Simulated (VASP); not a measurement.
# CaZnBr4 (Cmmm) in VASP: settings compared

Aim: see how the results for CaZnBr4 move with the level of theory and the settings. Levels: PBE, r2SCAN. Tasks: relaxation of shape and atoms at fixed volume, relaxation of cell and atoms, single point.

Program: VASP 6.6.1. These are calculated values, not measurements. Logs are shortened: lines on timing, memory, paths and dates and some standing lists are left out, and cuts for length are marked.

**1. The cell of the first run**

It takes space group Cmmm (No. 65, orthorhombic). The conventional cell has a = 9.334 Å, b = 9.355 Å, c = 4.014 Å, α = 90.00°, β = 90.00°, γ = 90.00°. Within 3.7 Å of Ca (site symmetry mmm) lie 6 Br at 2.82 to 2.96 Å. Zn (site symmetry mmm) has 6 Br at 2.63 to 2.70 Å within 3.5 Å. Within 3.5 Å of Br (site symmetry 2mm) lie 2 Zn at 2.63 Å and 1 Ca at 2.96 Å and 1 Br at 3.41 Å. Within 3.6 Å of Br (site symmetry m2m) lie 1 Zn at 2.70 Å and 2 Ca at 2.82 Å.

**2. Relaxation of shape and atoms at fixed volume, PBE (29.21 Å³/atom)**

INCAR

```
SYSTEM = CaZnBr4
PREC = Accurate
ENCUT = 500
EDIFF = 1E-7
ISMEAR = 0
SIGMA = 0.02
LREAL = .False.
LASPH = .True.
NELM = 120
ALGO = Normal
ISIF = 4
LWAVE = .False.
LCHARG = .False.
GGA = PE
IBRION = 2
NSW = 50
EDIFFG = -0.01
GGA_COMPAT = .False.
NELMIN = 4
```

KPOINTS

```
regular mesh
0
Gamma
  4 4 8
  0 0 0
```

POSCAR

```
CaZnBr4
1.0
    4.6773651090     -4.6671794387      0.0000000000
    4.6773651090      4.6671794387      0.0000000000
    0.0000000000      0.0000000000      4.0144533926
Ca Zn Br
1 1 4
Direct
    0.5000000000      0.5000000000      0.5000000000
    0.0000000000      0.0000000000      0.0000000000
    0.8173285460      0.1826714540      0.5000000000
    0.2882808466      0.2882808466      0.0000000000
    0.7117191534      0.7117191534      0.0000000000
    0.1826714540      0.8173285460      0.5000000000
```

Potentials or basis: VASP PAW PBE potentials, release 64 (Ca_sv, Zn, Br).

Run with:

```console
$ cat potpaw_PBE.64/Ca_sv/POTCAR potpaw_PBE.64/Zn/POTCAR potpaw_PBE.64/Br/POTCAR > POTCAR
$ mpirun -np 1 vasp_std > vasp.out
```

OUTCAR:

```text
SYSTEM = CaZnBr4
   PREC = Accurate
   ENCUT = 500
   EDIFF = 1E-7
   ISMEAR = 0
   LREAL = .False.
   LASPH = .True.
   NELM = 120
   ISIF = 4
   GGA = PE
   IBRION = 2
   NSW = 50
   EDIFFG = -0.01
   NELMIN = 4

 ion  position               nearest neighbor table
   1  0.500  0.500  0.500-   4 2.82   5 2.82   4 2.82   5 2.82   3 2.96   6 2.96
   2  0.000  0.000  0.000-   3 2.63   6 2.63   3 2.63   6 2.63   5 2.70   4 2.70
   3  0.817  0.183  0.500-   2 2.63   2 2.63   1 2.96
   4  0.288  0.288  0.000-   2 2.70   1 2.82   1 2.82
   5  0.712  0.712  0.000-   2 2.70   1 2.82   1 2.82
   6  0.183  0.817  0.500-   2 2.63   2 2.63   1 2.96

  LATTYP: Found a base centered orthorhombic cell.
 ALAT       =     9.3343588774
 B/A-ratio  =     1.0021824038
 C/A-ratio  =     0.4300727501

  Lattice vectors:

 A1 = (  -4.6773651090,  -4.6671794387,   0.0000000000)
 A2 = (   4.6773651090,  -4.6671794387,   0.0000000000)
 A3 = (   0.0000000000,   0.0000000000,   4.0144533926)

Analysis of symmetry for initial positions (statically):
=====================================================================
 Subroutine PRICEL returns:
 Original cell was already a primitive cell.

 Routine SETGRP: Setting up the symmetry group for a
 base centered orthorhombic supercell.

 Subroutine GETGRP returns: Found  8 space group operations
 (whereof  8 operations were pure point group operations)
 out of a pool of  8 trial point group operations.

The static configuration has the point symmetry D_2h.

Analysis of symmetry for dynamics (positions and initial velocities):
=====================================================================
 Subroutine PRICEL returns:
 Original cell was already a primitive cell.

 Routine SETGRP: Setting up the symmetry group for a
 base centered orthorhombic supercell.

 Subroutine GETGRP returns: Found  8 space group operations
 (whereof  8 operations were pure point group operations)
 out of a pool of  8 trial point group operations.

The dynamic configuration has the point symmetry D_2h.

 Subroutine INISYM returns: Found  8 space group operations
 (whereof  8 operations are pure point group operations),
 and found     1 'primitive' translations

----------------------------------------------------------------------------------------

                                     Primitive cell

  volume of cell :     175.2719

  direct lattice vectors                    reciprocal lattice vectors
     4.677365109 -4.667179439  0.000000000     0.106897791 -0.107131086  0.000000000
     4.677365109  4.667179439  0.000000000     0.106897791  0.107131086  0.000000000
     0.000000000  0.000000000  4.014453393     0.000000000  0.000000000  0.249099915

  length of vectors
     6.607594742  6.607594742  4.014453393     0.151341360  0.151341360  0.249099915

  position of ions in fractional coordinates (direct lattice)
     0.500000000  0.500000000  0.500000000
     0.000000000  0.000000000  0.000000000
     0.817328546  0.182671454  0.500000000
     0.288280847  0.288280847  0.000000000
     0.711719153  0.711719153  0.000000000
     0.182671454  0.817328546  0.500000000

  ion indices of the primitive-cell ions
   primitive index   ion index
                 1           1
                 2           2
                 3           3
                 4           4
                 5           5
                 6           6

----------------------------------------------------------------------------------------

 KPOINTS: regular mesh

Automatic generation of k-mesh.
 Grid dimensions read from file:
 generate k-points for:    4    4    8

 Generating k-lattice:

  Cartesian coordinates                     Fractional coordinates (reciprocal lattice)
     0.026724448 -0.026782771  0.000000000     0.250000000  0.000000000  0.000000000
     0.026724448  0.026782771  0.000000000     0.000000000  0.250000000  0.000000000
     0.000000000  0.000000000  0.031137489     0.000000000  0.000000000  0.125000000

  Length of vectors
     0.037835340  0.037835340  0.031137489

  Shift w.r.t. Gamma in fractional coordinates (k-lattice)
     0.000000000  0.000000000  0.000000000

 Subroutine IBZKPT returns following result:
 ===========================================

 Found     35 irreducible k-points:

 Following reciprocal coordinates:
            Coordinates               Weight
  0.000000  0.000000  0.000000      1.000000
  0.250000  0.000000  0.000000      4.000000
  0.500000  0.000000  0.000000      2.000000
  0.250000  0.250000  0.000000      2.000000
  0.500000  0.250000  0.000000      4.000000
 -0.250000  0.250000  0.000000      2.000000
[... 16 lines left out ...]
  0.250000  0.000000  0.375000      8.000000
  0.500000  0.000000  0.375000      4.000000
 [... further k-points ...]
   k-points           NKPTS =     35   k-points in BZ     NKDIM =     35   number of bands    NBANDS=     30
   number of dos      NEDOS =    301   number of ions     NIONS =      6
   total plane-waves  NPLWV =  69120
   dimension x,y,z NGX =    48 NGY =   48 NGZ =   30
   dimension x,y,z NGXF=    96 NGYF=   96 NGZF=   60
   ions per type =               1   1   4
   NGX,Y,Z   is equivalent  to a cutoff of  12.08, 12.08, 12.42 a.u.
   NGXF,Y,Z  is equivalent  to a cutoff of  24.15, 24.15, 24.85 a.u.
 SYSTEM =  CaZnBr4
   PREC   = accura    normal or accurate (medium, high low for compatibility)
   ISTART =      0    job   : 0-new  1-cont  2-samecut
   ICHARG =      2    charge: 1-file 2-atom 10-const
   ISPIN  =      1    spin polarized calculation?
   LNONCOLLINEAR =      F non collinear calculations
   LSORBIT =      F    spin-orbit coupling
   LASPH  =      T    aspherical Exc in radial PAW
   ENCUT  =  500.0 eV  36.75 Ry    6.06 a.u.  12.05 12.05  7.32*2*pi/ulx,y,z
   NELM   =    120;   NELMIN=  4; NELMDL= -5     # of ELM steps
   EDIFF  = 0.1E-06   stopping-criterion for ELM
   LREAL  =      F    real-space projection
   EDIFFG = -.1E-01   stopping-criterion for IOM
   NSW    =     50    number of steps for IOM
   IBRION =      2    ionic relax: 0-MD 1-quasi-New 2-CG
   NFREE  =      1    steps in history (QN), initial steepest desc. (CG)
   ISIF   =      4    stress and relaxation
   ISYM   =      2    0-nonsym 1-usesym 2-fastsym
   POTIM  = 0.5000    time-step for ionic-motion
   TEBEG  =    0.0;   TEEND  =   0.0 temperature during run
   PSTRESS=    0.0 pullay stress
   NELECT =      50.0000    total number of electrons
   NUPDOWN=      -1.0000    fix difference up-down
   EMIN   =  10.00;   EMAX   =-10.00  energy-range for DOS
   EFERMI =   0.00;   METHOD = LEGACY
   ISMEAR =     0;   SIGMA  =   0.02  broadening in eV -4-tet -1-fermi 0-gaus
   EFERMI_NEDOS =   21; number of points for ismear=-14 and -15
   IALGO  =     38    algorithm
   IMIX   =      4    mixing-type and parameters
     AMIX     =   0.40;   BMIX     =  1.00
     AMIX_MAG =   1.60;   BMIX_MAG =  1.00
  volume/ion in A,a.u.               =      29.21       197.13
  Fermi-wavevector in a.u.,A,eV,Ry     =   1.077691  2.036540 15.802039  1.161417
  Thomas-Fermi vector in A             =   2.213609
   LORBIT       =      0    0 simple, 1 ext, 2 COOP (PROOUT), +10 PAW based schemes
   GGA     = PE    functional components
   LHFCALC =     F    Hartree Fock is set to
   AEXX    =    0.0000 exact exchange contribution
   IVDW    =     0    specifies the selected vdW correction
   LEPSILON=     F    determine dielectric tensor
   LRPA    =     F    only Hartree local field effects (RPA)
 conjugate gradient relaxation of ions
 non-spin polarized calculation
 Gauss-broadening in eV      SIGMA  =   0.02
  energy-cutoff  :      500.00
  volume of cell :      175.27
 maximum number of plane-waves:      4496
   NGX = 25   NGY = 25   NGZ = 15

--------------------------------------- Ionic step        1  -------------------------------------------

 number of electron      49.9999975 magnetization

 Free energy of the ion-electron system (eV)
  ---------------------------------------------------
  ext. energy  EPLUGINS =         0.00000000
  ---------------------------------------------------
  free energy    TOTEN  =       -17.75958657 eV

  energy without entropy =      -17.75958657  energy(sigma->0) =      -17.75958657

------------------------ aborting loop because EDIFF is reached ----------------------------------------

  FORCE on cell =-STRESS in cart. coord.  units (eV):
  Direction    XX          YY          ZZ          XY          YZ          ZX
  --------------------------------------------------------------------------------------
  -------------------------------------------------------------------------------------
  Total        1.2860165      1.1120729      1.4534872     -0.0000000      0.0000000      0.0000000
  in kB       11.7556040     10.1655684     13.2864701     -0.0000000      0.0000000      0.0000000
  external PRESSURE =      11.7358808 kB  Pullay stress =       0.0000000 kB

 VOLUME and BASIS-vectors are now :
 -----------------------------------------------------------------------------
  energy-cutoff  :      500.00
  volume of cell :      175.27
      direct lattice vectors                 reciprocal lattice vectors
     4.677365109 -4.667179439  0.000000000     0.106897791 -0.107131086  0.000000000
     4.677365109  4.667179439  0.000000000     0.106897791  0.107131086  0.000000000
     0.000000000  0.000000000  4.014453393     0.000000000  0.000000000  0.249099915
[... 121 lines left out ...]
 POSITION                                       TOTAL-FORCE (eV/Angst)
 -----------------------------------------------------------------------------------
      4.66910      0.00000      2.01783        -0.000000     -0.000000     -0.000000
      4.66910     -4.65088      0.00000        -0.000000      0.000000     -0.000000
      4.66910     -2.93498      2.01783        -0.000000     -0.002845      0.000000
      2.67681      0.00000      0.00000        -0.011953      0.000000     -0.000000
      6.66139      0.00000      4.03566         0.011953      0.000000      0.000000
      4.66910      2.93498      2.01783        -0.000000      0.002845     -0.000000
 -----------------------------------------------------------------------------------
    total drift:                                0.000000     -0.000000      0.000000

  FREE ENERGIE OF THE ION-ELECTRON SYSTEM (eV)
  ---------------------------------------------------
  free  energy   TOTEN  =       -17.7630932146 eV

  energy  without entropy=      -17.7630932146  energy(sigma->0) =      -17.76309321

--------------------------------------- Ionic step        5  -------------------------------------------

 number of electron      49.9999982 magnetization

 Free energy of the ion-electron system (eV)
  ---------------------------------------------------
  ext. energy  EPLUGINS =         0.00000000
  ---------------------------------------------------
  free energy    TOTEN  =       -17.76321543 eV

  energy without entropy =      -17.76321543  energy(sigma->0) =      -17.76321543

 E-fermi :   0.2850     XC(G=0):  -8.3631

 val. band max:        0.0909007566   @ k =   0.0000   0.0000   0.0000
 cond. band min:       2.2335650907   @ k =   0.0000   0.0000   0.0000
 fundamental gap:      2.1426643341
 Fermi energy:         0.2849631627

 k-point     1 :       0.0000    0.0000    0.0000
  band No.  band energies     occupation
      1     -39.3017      2.00000
      2     -20.3441      2.00000
      3     -20.3347      2.00000
      4     -20.3302      2.00000
      5     -13.8800      2.00000
      6     -13.2627      2.00000
[... 781 lines left out ...]
     29       5.5816      0.00000
     30       6.7159      0.00000

 [... further k-points ...]

------------------------ aborting loop because EDIFF is reached ----------------------------------------

  FORCE on cell =-STRESS in cart. coord.  units (eV):
  Direction    XX          YY          ZZ          XY          YZ          ZX
  --------------------------------------------------------------------------------------
  -------------------------------------------------------------------------------------
  Total        1.0691246      1.0582437      1.1102321     -0.0000000      0.0000000      0.0000000
  in kB        9.7729734      9.6735099     10.1487409     -0.0000000      0.0000000      0.0000000
  external PRESSURE =       9.8650747 kB  Pullay stress =       0.0000000 kB

 VOLUME and BASIS-vectors are now :
 -----------------------------------------------------------------------------
  energy-cutoff  :      500.00
  volume of cell :      175.27
      direct lattice vectors                 reciprocal lattice vectors
     4.662324066 -4.655607615  0.000000000     0.107242653 -0.107397367  0.000000000
     4.662324066  4.655607615  0.000000000     0.107242653  0.107397367  0.000000000
     0.000000000  0.000000000  4.037414734     0.000000000  0.000000000  0.247683249

 POSITION                                       TOTAL-FORCE (eV/Angst)
 -----------------------------------------------------------------------------------
      4.66232      0.00000      2.01871        -0.000000      0.000000      0.000000
      0.00000      0.00000      0.00000        -0.000000      0.000000      0.000000
      4.66232     -2.93651      2.01871        -0.000000     -0.009091      0.000000
      2.67076      0.00000      0.00000        -0.004392      0.000000      0.000000
      6.65389      0.00000      0.00000         0.004392      0.000000     -0.000000
      4.66232      2.93651      2.01871        -0.000000      0.009091      0.000000
 -----------------------------------------------------------------------------------
    total drift:                               -0.000000     -0.000000     -0.000000

  FREE ENERGIE OF THE ION-ELECTRON SYSTEM (eV)
  ---------------------------------------------------
  free  energy   TOTEN  =       -17.7632154295 eV

  energy  without entropy=      -17.7632154295  energy(sigma->0) =      -17.76321543

 reached required accuracy - stopping structural energy minimisation
```

It took 15 min on 1 thread of Oxide Virtual Turin-like, shared host; peak memory 0.34 GiB.

Results:

```
Free energy                  : -17.7632 eV
Energy gained by relaxing    : 0.6 meV/atom
Ionic steps                  : 5
Pressure after relaxing      : 1.0 GPa
Largest force after relaxing : 0.009 eV/Å
Band gap on the k mesh       : 2.14 eV
```

Forces on the atoms (eV/Å):
```
Ca   0.000  0.000  0.000
Zn   0.000  0.000  0.000
Br   0.000 -0.009  0.000
Br  -0.004  0.000  0.000
Br   0.004  0.000  0.000
Br   0.000  0.009  0.000
```

Step by step:
```
step  energy change (eV)  largest force (eV/Å)  pressure (GPa)  volume (Å³)
   1              0.0000                0.0894            1.17       175.27
   2             -0.0015                0.0653            1.12       175.27
   3             -0.0031                0.0213            1.01       175.27
   4             -0.0035                0.0120            1.00       175.27
   5             -0.0036                0.0091            0.99       175.27
```

Final structure:
```
Ca Zn Br
1.0
     4.66232   -4.65561    0.00000
     4.66232    4.65561    0.00000
     0.00000    0.00000    4.03741
Ca Zn Br
1 1 4
Direct
  0.50000 0.50000 0.50000
  0.00000 0.00000 0.00000
  0.81537 0.18463 0.50000
  0.28642 0.28642 0.00000
  0.71358 0.71358 0.00000
  0.18463 0.81537 0.50000
```

A k mesh can miss the band edges.

**3. Relaxation of cell and atoms, PBE**

This run uses another cell than the first one, of 33.81 Å³/atom.

INCAR

```
SYSTEM = CaZnBr4
PREC     = Accurate       ! precision mode
ENCUT    = 500            ! plane-wave cutoff, eV
EDIFF    = 1E-7           ! SCF threshold, eV
ISMEAR   = 0              ! smearing method
SIGMA    = 0.1            ! smearing width, eV
LREAL    = .FALSE.        ! projectors in reciprocal space
LASPH    = .TRUE.         ! aspherical terms in the spheres
NELM     = 120            ! most SCF steps
ALGO     = Normal         ! electronic algorithm
ISIF     = 3              ! what is computed and relaxed
LWAVE    = .FALSE.        ! write WAVECAR
LCHARG   = .FALSE.        ! write CHGCAR
GGA      = PE             ! functional
IBRION   = 2              ! ionic algorithm
NSW      = 90             ! ionic steps
EDIFFG   = -0.04          ! ionic threshold
GGA_COMPAT= .FALSE.      
NELMIN   = 4
```

KPOINTS

```
Automatic mesh
0
G
  4 4 4
  0 0 0
```

POSCAR

```
CaZnBr4
1.0
    4.8254521600     -4.8671565300      0.0000000000
    4.8254521600      4.8671565300      0.0000000000
    0.0000000000      0.0000000000      4.3185906800
Ca Zn Br
1 1 4
Direct
    0.5000000000      0.5000000000      0.5000000000
    0.0000000000      0.0000000000      0.0000000000
    0.7958980100      0.2041019900      0.5000000000
    0.3072359900      0.3072359900      0.0000000000
    0.6927640100      0.6927640100      0.0000000000
    0.2041019900      0.7958980100      0.5000000000
```

Potentials or basis: VASP PAW PBE potentials, release 64 (Ca_sv, Zn, Br).

Run with:

```console
$ cat potpaw_PBE.64/Ca_sv/POTCAR potpaw_PBE.64/Zn/POTCAR potpaw_PBE.64/Br/POTCAR > POTCAR
$ mpirun -np 1 vasp_std > vasp.out
```

Wall time 17 min (1 thread of Oxide Virtual Turin-like, shared host); peak memory 0.33 GiB.

Results (log left out):

```
Free energy                           : -17.7762 eV
Relaxed volume                        : 30.13 Å³/atom
Relaxed cell                          : a = 6.654 Å, b = 6.654 Å, c = 4.084 Å, α = 90.00°, β = 90.00°, γ = 90.37°
Space group after relaxing (to 0.1 Å) : Cmmm (No. 65)
Energy gained by relaxing             : 114.5 meV/atom
Ionic steps                           : 9
Pressure after relaxing               : 0.0 GPa
Largest force after relaxing          : 0.020 eV/Å
Band gap on the k mesh                : 2.07 eV
```

Forces on the atoms (eV/Å):
```
Ca   0.000  0.000  0.000
Zn   0.000  0.000  0.000
Br   0.000 -0.013  0.000
Br  -0.020  0.000  0.000
Br   0.020  0.000  0.000
Br   0.000  0.013  0.000
```

Stress tensor (GPa, compression positive):
```
 0.18  0.00  0.00
 0.00 -0.10  0.00
 0.00  0.00 -0.01
```

Step by step:
| step | energy change (eV) | largest force (eV/Å) | pressure (GPa) | volume (Å³) |
| --- | --- | --- | --- | --- |
| 1 | 0.0000 | 1.2910 | -2.29 | 202.85 |
| 2 | -0.3618 | 1.0688 | -0.99 | 188.97 |
| 3 | -0.5373 | 0.7848 | 2.09 | 171.49 |
| 4 | -0.6551 | 0.2179 | 1.29 | 174.73 |
| 5 | -0.6554 | 0.2505 | 1.26 | 174.89 |
| 6 | -0.6830 | 0.0539 | -0.26 | 182.19 |
| 7 | -0.6839 | 0.0571 | -0.05 | 181.05 |
| 8 | -0.6858 | 0.0429 | -0.02 | 180.96 |
| 9 | -0.6870 | 0.0203 | 0.02 | 180.81 |

Final structure:
```
CELL_PARAMETERS angstrom
4.68992 -4.72054 0.00000
4.68992 4.72054 0.00000
0.00000 0.00000 4.08352
ATOMIC_POSITIONS crystal
Ca 0.50000 0.50000 0.50000
Zn 0.00000 0.00000 0.00000
Br 0.81696 0.18304 0.50000
Br 0.28791 0.28791 0.00000
Br 0.71209 0.71209 0.00000
Br 0.18304 0.81696 0.50000
```

Levels at points of the mesh, in eV from the valence-band top:
```
           k point  band 23  band 24  band 25  band 26  band 27  band 28
(0.00, 0.00, 0.00)    -0.34    -0.33     0.00     2.07     4.55     5.24
(0.50, 0.00, 0.00)    -0.50    -0.50    -0.28     3.15     4.26     5.14
(0.50, 0.50, 0.00)    -0.78    -0.73    -0.62     2.63     4.76     5.63
(0.00, 0.00, 0.50)    -1.01    -0.77    -0.71     3.61     5.13     5.26
(0.50, 0.00, 0.50)    -0.70    -0.69    -0.69     3.28     5.03     5.37
(0.50, 0.50, 0.50)    -0.69    -0.64    -0.41     2.96     4.73     5.09
```

(Part 1 of 2 ends here.)
